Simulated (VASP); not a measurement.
# Pd (Fm-3m) in VASP: notebook

The runs below take Pd through single point, with PBEsol.

Everything below comes from runs of VASP 6.6.1. Logs are shortened: lines on timing, memory, paths and dates and some standing lists are left out, and cuts for length are marked.

## 1. The cell of the first run

It takes space group Fm-3m (No. 225, cubic). Conventional cell: a = 3.772 Å, b = 3.772 Å, c = 3.772 Å, α = 90.00°, β = 90.00°, γ = 90.00°. Within 3.5 Å of Pd (site symmetry m-3m) lie 12 Pd at 2.67 Å.

## 2. Single point, PBEsol (volume scaled by 0.92)

File INCAR:

```
  ALGO = Normal
  EDIFF = 1E-6
  ENCUT = 520
  GGA = PS
  ISIF = 2
  ISMEAR = -1
  LASPH = True
  LCHARG = True
  LELF = True
  LREAL = False
  LVHAR = True
  LWAVE = False
  NBANDS = 11
  NELM = 60
  PREC = Accurate
  SIGMA = 0.1
```

File KPOINTS:

```
k-points
0
Gamma
  23 23 23
```

File POSCAR:

```
Pd
1.0
    0.0000000000      1.8862078003      1.8862078003
    1.8862078003      0.0000000000      1.8862078003
    1.8862078003      1.8862078003      0.0000000000
Pd
1
Direct
    0.0000000000      0.0000000000      0.0000000000
```

Potentials or basis: VASP PAW PBE potentials, release 64 (Pd).

Run with:

```console
$ cat potpaw_PBE.64/Pd/POTCAR > POTCAR
$ mpirun -np 1 vasp_std > vasp.out
```

OUTCAR:

```text
EDIFF = 1E-6
   ENCUT = 520
   GGA = PS
   ISIF = 2
   ISMEAR = -1
   LASPH = True
   LREAL = False
   NELM = 60
   PREC = Accurate

 ion  position               nearest neighbor table
   1  0.000  0.000  0.000-

  LATTYP: Found a face centered cubic cell.
 ALAT       =     3.7724156006

  Lattice vectors:

 A1 = (   0.0000000000,   1.8862078003,   1.8862078003)
 A2 = (   1.8862078003,   0.0000000000,   1.8862078003)
 A3 = (   1.8862078003,   1.8862078003,   0.0000000000)

Analysis of symmetry for initial positions (statically):
=====================================================================
 Subroutine PRICEL returns:
 Original cell was already a primitive cell.

 Routine SETGRP: Setting up the symmetry group for a
 face centered cubic supercell.

 Subroutine GETGRP returns: Found 48 space group operations
 (whereof 48 operations were pure point group operations)
 out of a pool of 48 trial point group operations.

The static configuration has the point symmetry O_h .

Analysis of symmetry for dynamics (positions and initial velocities):
=====================================================================
 Subroutine PRICEL returns:
 Original cell was already a primitive cell.

 Routine SETGRP: Setting up the symmetry group for a
 face centered cubic supercell.

 Subroutine GETGRP returns: Found 48 space group operations
 (whereof 48 operations were pure point group operations)
 out of a pool of 48 trial point group operations.

The dynamic configuration has the point symmetry O_h .

 Subroutine INISYM returns: Found 48 space group operations
 (whereof 48 operations are pure point group operations),
 and found     1 'primitive' translations

----------------------------------------------------------------------------------------

                                     Primitive cell

  volume of cell :      13.4214

  direct lattice vectors                    reciprocal lattice vectors
     0.000000000  1.886207800  1.886207800    -0.265082140  0.265082140  0.265082140
     1.886207800  0.000000000  1.886207800     0.265082140 -0.265082140  0.265082140
     1.886207800  1.886207800  0.000000000     0.265082140  0.265082140 -0.265082140

  length of vectors
     2.667500653  2.667500653  2.667500653     0.459135734  0.459135734  0.459135734

  position of ions in fractional coordinates (direct lattice)
     0.000000000  0.000000000  0.000000000

  ion indices of the primitive-cell ions
   primitive index   ion index
[... 73 lines left out ...]
   EDIFF  = 0.1E-05   stopping-criterion for ELM
   LREAL  =      F    real-space projection
   EDIFFG = 0.1E-04   stopping-criterion for IOM
   NSW    =      0    number of steps for IOM
   IBRION =     -1    ionic relax: 0-MD 1-quasi-New 2-CG
   NFREE  =      0    steps in history (QN), initial steepest desc. (CG)
   ISIF   =      2    stress and relaxation
   ISYM   =      2    0-nonsym 1-usesym 2-fastsym
   POTIM  = 0.5000    time-step for ionic-motion
   TEBEG  =    0.0;   TEEND  =   0.0 temperature during run
   PSTRESS=    0.0 pullay stress
   NELECT =      10.0000    total number of electrons
   NUPDOWN=      -1.0000    fix difference up-down
   EMIN   =  10.00;   EMAX   =-10.00  energy-range for DOS
   EFERMI =   0.00;   METHOD = LEGACY
   ISMEAR =    -1;   SIGMA  =   0.10  broadening in eV -4-tet -1-fermi 0-gaus
   EFERMI_NEDOS =   21; number of points for ismear=-14 and -15
   IALGO  =     38    algorithm
   IMIX   =      4    mixing-type and parameters
     AMIX     =   0.40;   BMIX     =  1.00
     AMIX_MAG =   1.60;   BMIX_MAG =  1.00
  volume/ion in A,a.u.               =      13.42        90.57
  Fermi-wavevector in a.u.,A,eV,Ry     =   1.484141  2.804621 29.969224  2.202676
  Thomas-Fermi vector in A             =   2.597715
   LORBIT       =      0    0 simple, 1 ext, 2 COOP (PROOUT), +10 PAW based schemes
   GGA     = PS    functional components
   LHFCALC =     F    Hartree Fock is set to
   AEXX    =    0.0000 exact exchange contribution
   IVDW    =     0    specifies the selected vdW correction
   LEPSILON=     F    determine dielectric tensor
   LRPA    =     F    only Hartree local field effects (RPA)
 non-spin polarized calculation
  energy-cutoff  :      520.00
  volume of cell :       13.42
 maximum number of plane-waves:       376
   NGX =  9   NGY =  9   NGZ =  9

 number of electron      10.0000000 magnetization

 number of electron       9.9999998 magnetization

 Free energy of the ion-electron system (eV)
  ---------------------------------------------------
  ext. energy  EPLUGINS =         0.00000000
  ---------------------------------------------------
  free energy    TOTEN  =        -5.92909298 eV

  energy without entropy =       -5.87218390  energy(sigma->0) =       -5.90063844

 E-fermi :  11.3348     XC(G=0): -13.9757

 val. band max:       11.3332079906   @ k =   0.4783   0.3043   0.0435
 cond. band min:      11.3359832794   @ k =  -0.4783   0.2174   0.0000
 fundamental gap:      0.0027752888
 Fermi energy:        11.3347641896

 k-point     1 :       0.0000    0.0000    0.0000
  band No.  band energies     occupation
      1       3.3039      2.00000
      2       7.9878      2.00000
      3       7.9878      2.00000
      4       7.9878      2.00000
      5       9.8890      2.00000
      6       9.8890      2.00000
      7      28.4297      0.00000
      8      33.7478      0.00000
      9      33.7478      0.00000
     10      33.7478      0.00000
     11      37.0321      0.00000
[... 309 lines left out ...]
 k-point    24 :      -0.4783    0.0435    0.0000
  band No.  band energies     occupation
      1       5.2294      2.00000
      2       7.8845      2.00000
      3       7.9731      2.00000
      4      10.7888      1.99153
      5      11.2786      1.27385
      6      12.5869      0.00001
      7      19.3795      0.00000
      8      27.8897      0.00000
      9      32.8877      0.00000
     10      33.1495      0.00000
     11      37.0669      0.00000

 [... further k-points ...]
[... 5 lines left out ...]
  --------------------------------------------------------------------------------------
  -------------------------------------------------------------------------------------
  Total        1.7106561      1.7106561      1.7106561      0.0000000      0.0000000     -0.0000000
  in kB      204.2089077    204.2089077    204.2089077      0.0000000      0.0000000     -0.0000000
  external PRESSURE =     204.2089077 kB  Pullay stress =       0.0000000 kB

 VOLUME and BASIS-vectors are now :
 -----------------------------------------------------------------------------
  energy-cutoff  :      520.00
  volume of cell :       13.42
      direct lattice vectors                 reciprocal lattice vectors
     0.000000000  1.886207800  1.886207800    -0.265082140  0.265082140  0.265082140
     1.886207800  0.000000000  1.886207800     0.265082140 -0.265082140  0.265082140
     1.886207800  1.886207800  0.000000000     0.265082140  0.265082140 -0.265082140

 POSITION                                       TOTAL-FORCE (eV/Angst)
 -----------------------------------------------------------------------------------
      0.00000      0.00000      0.00000         0.000000      0.000000      0.000000
 -----------------------------------------------------------------------------------
    total drift:                                0.000000      0.000000      0.000000

  FREE ENERGIE OF THE ION-ELECTRON SYSTEM (eV)
  ---------------------------------------------------
  free  energy   TOTEN  =        -5.9290929822 eV

  energy  without entropy=       -5.8721838955  energy(sigma->0) =       -5.90063844
```

OSZICAR:

```text
N       E                     dE             d eps       ncg     rms          rms(c)
DAV:   1     0.430500250965E+02    0.43050E+02   -0.52053E+03  8040   0.868E+02
DAV:   2    -0.577270625676E+01   -0.48823E+02   -0.47213E+02  8986   0.188E+02
DAV:   3    -0.632675243124E+01   -0.55405E+00   -0.55152E+00  9587   0.215E+01
DAV:   4    -0.632888190358E+01   -0.21295E-02   -0.21292E-02  9786   0.139E+00
DAV:   5    -0.632890130553E+01   -0.19402E-04   -0.19403E-04 10443   0.122E-01    0.109E+01
DAV:   6    -0.595587186835E+01    0.37303E+00   -0.13076E+00  9985   0.960E+00    0.506E+00
DAV:   7    -0.593512276058E+01    0.20749E-01   -0.67230E-02 10724   0.180E+00    0.234E+00
DAV:   8    -0.592920825583E+01    0.59145E-02   -0.42779E-03  9847   0.667E-01    0.188E-01
DAV:   9    -0.592908663459E+01    0.12162E-03   -0.44900E-04 10066   0.186E-01    0.140E-02
DAV:  10    -0.592909372173E+01   -0.70871E-05   -0.46934E-06 10522   0.173E-02    0.134E-02
DAV:  11    -0.592909298216E+01    0.73957E-06   -0.10400E-07  7016   0.324E-03
   1 F= -.59290930E+01 E0= -.59006384E+01  d E =-.569091E-01
```

Run time: 45 s. Hardware: 1 thread of Intel Xeon Platinum 8259CL at 2.50GHz (Skylake/Cascade Lake), shared host; peak memory 0.17 GiB.

What came out:

| Item | Value |
| --- | --- |
| Free energy | -5.9291 eV |
| Pressure | 20.4 GPa |
| Band gap on the k mesh | zero (band 5 reaches 11.65 eV, above the bottom of band 6 at 9.80 eV) |

Caveat: the cell differs from its parent crystal (volume scaled by 0.92); the PAW data sets were made with another functional, which shifts forces and pressure a little.

## 3. Single point, PBEsol (volume scaled by 0.96)

File INCAR:

```
ALGO = Normal
EDIFF = 1E-6
ENCUT = 520
GGA = PS
ISIF = 2
ISMEAR = -1
LASPH = T
LCHARG = T
LELF = T
LREAL = F
LVHAR = T
LWAVE = F
NBANDS = 11
NELM = 80
PREC = Accurate
SIGMA = 0.1
```

KPOINTS is that of step 2.

File POSCAR:

```
Pd
1.0
    0.0000000000      1.9131572670      1.9131572670
    1.9131572670      0.0000000000      1.9131572670
    1.9131572670      1.9131572670      0.0000000000
Pd
1
Direct
    0.0000000000      0.0000000000      0.0000000000
```

Potentials or basis: VASP PAW PBE potentials, release 64 (Pd).

Run with:

```console
$ cat potpaw_PBE.64/Pd/POTCAR > POTCAR
$ mpirun -np 1 vasp_std > vasp.out
```

It took 58 s on 1 thread of Intel Xeon Platinum 8259CL at 2.50GHz (Skylake/Cascade Lake), shared host; peak memory 0.17 GiB.

Results (log left out):

| Quantity | Value |
| --- | --- |
| Free energy | -5.9814 eV |
| Pressure | 8.6 GPa |
| Band gap on the k mesh | zero (band 5 reaches 10.84 eV, above the bottom of band 6 at 9.12 eV) |

Levels at points of the mesh, in eV from the Fermi level:
```csv
k point,band 2,band 3,band 4,band 5,band 6,band 7,band 8,band 9
"(0.00, 0.00, 0.00)",-3.13,-3.13,-3.13,-1.35,-1.35,17.11,22.18,22.18
```

Caveat: the cell differs from its parent crystal (volume scaled by 0.96); the PAW data sets were made with another functional, which shifts forces and pressure a little.

## 4. Single point, PBEsol

This run uses another cell than the first one, of 14.59 Å³/atom, 1.087 times its volume.

File INCAR:

```
SYSTEM = Pd
PREC     = Accurate       ! precision mode
ENCUT    = 520            ! plane-wave cutoff, eV
EDIFF    = 1E-6           ! SCF threshold, eV
ISMEAR   = -1             ! smearing method
SIGMA    = 0.1            ! smearing width, eV
LREAL    = .FALSE.        ! projectors in reciprocal space
LASPH    = .TRUE.         ! aspherical terms in the spheres
NELM     = 60             ! most SCF steps
ALGO     = Normal         ! electronic algorithm
ISIF     = 2              ! what is computed and relaxed
LWAVE    = .FALSE.        ! write WAVECAR
LCHARG   = .FALSE.        ! write CHGCAR
GGA      = PS             ! functional
NBANDS   = 11             ! bands
```

File KPOINTS:

```
regular mesh
0
G
  23 23 23
  0 0 0
```

File POSCAR:

```
Pd
1.0
    0.0000000000      1.9393681579      1.9393681579
    1.9393681579      0.0000000000      1.9393681579
    1.9393681579      1.9393681579      0.0000000000
Pd
1
Direct
    0.0000000000      0.0000000000      0.0000000000
```

Run with:

```console
$ cat potpaw_PBE.64/Pd/POTCAR > POTCAR
$ mpirun -np 1 vasp_std > vasp.out
```

It took 55 s on 1 thread of Intel Xeon Platinum 8259CL at 2.50GHz (Skylake/Cascade Lake), shared host; peak memory 0.17 GiB.

Results (log left out):

```
Free energy            : -5.9958 eV
Pressure               : -0.5 GPa
Band gap on the k mesh : zero (band 5 reaches 10.09 eV, above the bottom of band 6 at 8.49 eV)
```

Levels at points of the mesh, in eV from the Fermi level:
```
           k point  band 1  band 2  band 3  band 4  band 5  band 6  band 7  band 8  band 9  band 10
(0.00, 0.00, 0.00)   -7.35   -2.93   -2.93   -2.93   -1.27   -1.27   17.11   21.94   21.94    21.94
```

Caveat: the PAW data sets were made with another functional, which shifts forces and pressure a little.

## 5. Single point, PBEsol

This run uses another cell than the first one, of 14.59 Å³/atom, 1.087 times its volume.

File INCAR:

```
PREC = Accurate
ENCUT = 520
EDIFF = 1E-6
ISMEAR = -1
SIGMA = 0.1
LREAL = F
LASPH = T
NELM = 60
ALGO = Normal
ISIF = 2
LWAVE = F
LCHARG = T
GGA = PS
LELF = T
LVHAR = T
NBANDS = 11
```

File KPOINTS:

```
regular mesh
0
Gamma
  23 23 23
```

POSCAR is that of step 4.

Potentials or basis: VASP PAW PBE potentials, release 64 (Pd).

Run with:

```console
$ cat potpaw_PBE.64/Pd/POTCAR > POTCAR
$ mpirun -np 1 vasp_std > vasp.out
```

OUTCAR:

```text
PREC = Accurate
   ENCUT = 520
   EDIFF = 1E-6
   ISMEAR = -1
   LREAL = F
   LASPH = T
   NELM = 60
   ISIF = 2
   GGA = PS

 ion  position               nearest neighbor table
   1  0.000  0.000  0.000-

  LATTYP: Found a face centered cubic cell.
 ALAT       =     3.8787363158

  Lattice vectors:

 A1 = (   0.0000000000,   1.9393681579,   1.9393681579)
 A2 = (   1.9393681579,   0.0000000000,   1.9393681579)
 A3 = (   1.9393681579,   1.9393681579,   0.0000000000)

Analysis of symmetry for initial positions (statically):
[... 503 lines left out ...]
      3       6.8964      2.00000
      4       9.3930      1.97548
      5       9.7711      1.29496
      6      11.1549      0.00000
      7      17.1687      0.00000
      8      26.3496      0.00000
      9      30.5685      0.00000
     10      30.8325      0.00000
     11      35.9165      0.00000

 [... further k-points ...]
[... 5 lines left out ...]
  --------------------------------------------------------------------------------------
  -------------------------------------------------------------------------------------
  Total       -0.0469064     -0.0469064     -0.0469064      0.0000000      0.0000000     -0.0000000
  in kB       -5.1514804     -5.1514804     -5.1514804      0.0000000      0.0000000     -0.0000000
  external PRESSURE =      -5.1514804 kB  Pullay stress =       0.0000000 kB

 VOLUME and BASIS-vectors are now :
 -----------------------------------------------------------------------------
  energy-cutoff  :      520.00
  volume of cell :       14.59
      direct lattice vectors                 reciprocal lattice vectors
     0.000000000  1.939368158  1.939368158    -0.257815927  0.257815927  0.257815927
     1.939368158  0.000000000  1.939368158     0.257815927 -0.257815927  0.257815927
     1.939368158  1.939368158  0.000000000     0.257815927  0.257815927 -0.257815927

 POSITION                                       TOTAL-FORCE (eV/Angst)
 -----------------------------------------------------------------------------------
      0.00000      0.00000      0.00000         0.000000      0.000000      0.000000
 -----------------------------------------------------------------------------------
    total drift:                                0.000000      0.000000      0.000000

  FREE ENERGIE OF THE ION-ELECTRON SYSTEM (eV)
  ---------------------------------------------------
  free  energy   TOTEN  =        -5.9958106359 eV

  energy  without entropy=       -5.9332243796  energy(sigma->0) =       -5.96451751
```

OSZICAR:

```text
N       E                     dE             d eps       ncg     rms          rms(c)
DAV:   1     0.417991592993E+02    0.41799E+02   -0.51815E+03  8040   0.856E+02
DAV:   2    -0.581338501621E+01   -0.47613E+02   -0.46034E+02  9022   0.183E+02
DAV:   3    -0.638244564272E+01   -0.56906E+00   -0.56623E+00  9638   0.214E+01
DAV:   4    -0.638492503094E+01   -0.24794E-02   -0.24790E-02  9687   0.148E+00
DAV:   5    -0.638495106371E+01   -0.26033E-04   -0.26032E-04 10466   0.138E-01    0.863E+00
DAV:   6    -0.601228710187E+01    0.37266E+00   -0.15313E+00  9853   0.101E+01    0.386E+00
DAV:   7    -0.600061797966E+01    0.11669E-01   -0.37441E-02 10552   0.121E+00    0.201E+00
DAV:   8    -0.599585910672E+01    0.47589E-02   -0.19696E-03  9960   0.437E-01    0.120E-01
DAV:   9    -0.599580656991E+01    0.52537E-04   -0.24864E-04 10714   0.134E-01    0.168E-02
DAV:  10    -0.599581135635E+01   -0.47864E-05   -0.41148E-06  9928   0.185E-02    0.111E-02
DAV:  11    -0.599581063590E+01    0.72045E-06   -0.66514E-08  6857   0.269E-03
   1 F= -.59958106E+01 E0= -.59645175E+01  d E =-.625863E-01
```

Wall time 53 s (1 thread of Intel Xeon Platinum 8259CL at 2.50GHz (Skylake/Cascade Lake), shared host); peak memory 0.17 GiB.

Results:

```
Free energy            : -5.9958 eV
Pressure               : -0.5 GPa
Band gap on the k mesh : zero (band 5 reaches 10.09 eV, above the bottom of band 6 at 8.49 eV)
```

Levels at points of the mesh, in eV from the Fermi level:
```tsv
k point	band 2	band 3	band 4	band 5	band 6	band 7	band 8	band 9
(0.00, 0.00, 0.00)	-2.93	-2.93	-2.93	-1.27	-1.27	17.11	21.94	21.94
```

Caveat: the PAW data sets were made with another functional, which shifts forces and pressure a little.

## 6. Single point, PBEsol (volume scaled by 1.04)

File INCAR:

```
PREC = Accurate
ENCUT = 520
EDIFF = 1E-6
ISMEAR = -1
SIGMA = 0.1
LREAL = False
LASPH = True
NELM = 60
ALGO = Normal
ISIF = 2
LWAVE = False
LCHARG = True
GGA = PS
LELF = True
LVHAR = True
NBANDS = 11
```

File KPOINTS:

```
Automatic mesh
0
Gamma
  23 23 23
```

File POSCAR:

```
Pd
1.0
    0.0000000000      1.9648890866      1.9648890866
    1.9648890866      0.0000000000      1.9648890866
    1.9648890866      1.9648890866      0.0000000000
Pd
1
Direct
    0.0000000000      0.0000000000      0.0000000000
```

Potentials or basis: VASP PAW PBE potentials, release 64 (Pd).

Run with:

```console
$ cat potpaw_PBE.64/Pd/POTCAR > POTCAR
$ mpirun -np 1 vasp_std > vasp.out
```

It took 48 s on 1 thread of Intel Xeon Platinum 8259CL at 2.50GHz (Skylake/Cascade Lake), shared host; peak memory 0.19 GiB.

The run converged. Its results:

| Property | Result |
| --- | --- |
| Free energy | -5.9809 eV |
| Pressure | -7.6 GPa |
| Band gap on the k mesh | zero (band 5 reaches 9.41 eV, above the bottom of band 6 at 7.91 eV) |

Levels at points of the mesh, in eV from the Fermi level:
```csv
k point,band 3,band 4,band 5,band 6,band 7,band 8
"(0.00, 0.00, 0.00)",-2.75,-2.75,-1.20,-1.20,17.09,21.69
```

Caveat: the cell differs from its parent crystal (volume scaled by 1.04); the PAW data sets were made with another functional, which shifts forces and pressure a little.

## 7. The runs side by side

```tsv
cell	gap on the mesh (eV)	pressure (GPa)
a = 2.668 Å, angles 60.0°, 1 atom	none	20.4
a = 2.706 Å, angles 60.0°, 1 atom	none	8.6
a = 2.743 Å, angles 60.0°, 1 atom	none	-0.5
a = 2.779 Å, angles 60.0°, 1 atom	none	-7.6
```

Alike in all rows: task single point; level PBEsol; potentials or basis VASP PAW PBE potentials, release 64 (Pd); no spin polarisation; k mesh 23 × 23 × 23; cutoff (eV) 520; smearing fermi-dirac 0.1 eV.

Caveats: the PAW data sets were made with another functional, which shifts forces and pressure a little.

Total energies depend on the potentials used, so only differences within one code and one set of settings carry meaning.
